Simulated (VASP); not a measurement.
Here is a VASP 6.6.1 calculation.

Contents of INCAR:

```
ALGO = Normal
EDIFF = 1E-6
EDIFFG = -0.04
ENCUT = 600
GGA = PE
IBRION = 2
ISIF = 3
ISMEAR = 0
LASPH = T
LCHARG = F
LREAL = F
LWAVE = F
NELM = 100
NSW = 90
PREC = Accurate
SIGMA = 0.1
```

The input KPOINTS:

```
k-points
0
Gamma
  6 6 4
```

POSCAR

```
GeSbTe3
1.0
    5.6584868500      0.0000000000      0.0000000000
   -2.8292434300      4.9003933600      0.0000000000
    0.0000000000      0.0000000000      6.7673330900
Ge Sb Te
1 1 3
Direct
    0.0000000000      0.0000000000      0.5000000000
    0.0000000000      0.0000000000      0.0000000000
    0.5000000000      0.0000000000      0.0000000000
    0.0000000000      0.5000000000      0.0000000000
    0.5000000000      0.5000000000      0.0000000000
```

Potentials or basis: VASP PAW PBE potentials, release 64 (Ge_d, Sb, Te).

Command:

```bash
$ cat potpaw_PBE.64/Ge_d/POTCAR potpaw_PBE.64/Sb/POTCAR potpaw_PBE.64/Te/POTCAR > POTCAR
$ mpirun -np 1 vasp_std > vasp.out
```

Estimate the space group after relaxing (to 0.1 Å).

P6/mmm (No. 191).

Predict the relaxed cell.

a = 6.437 Å, b = 6.437 Å, c = 5.437 Å, α = 90.00°, β = 90.00°, γ = 120.00°.

What does it give for the relaxed volume?

39.03 Å³/atom.

What does it give for the band gap on the k mesh?

Zero (an odd number of electrons rules out a gap without spin polarisation).

Final structure:
```xyz
5
Lattice="6.4372 0.0000 0.0000 -3.2186 5.5748 0.0000 0.0000 0.0000 5.4375" Properties=species:S:1:pos:R:3 pbc="T T T"
Ge    0.0000    0.0000    2.7187
Sb   -3.2186    5.5748    0.0000
Te    3.2186    0.0000    5.4375
Te    4.8279    2.7874    5.4375
Te    1.6093    2.7874    0.0000
```

Caveat: a cell axis changed by over 15 % at a fixed basis, so the end point is rough; spin-orbit coupling is left out, which moves the levels of the heavy elements.
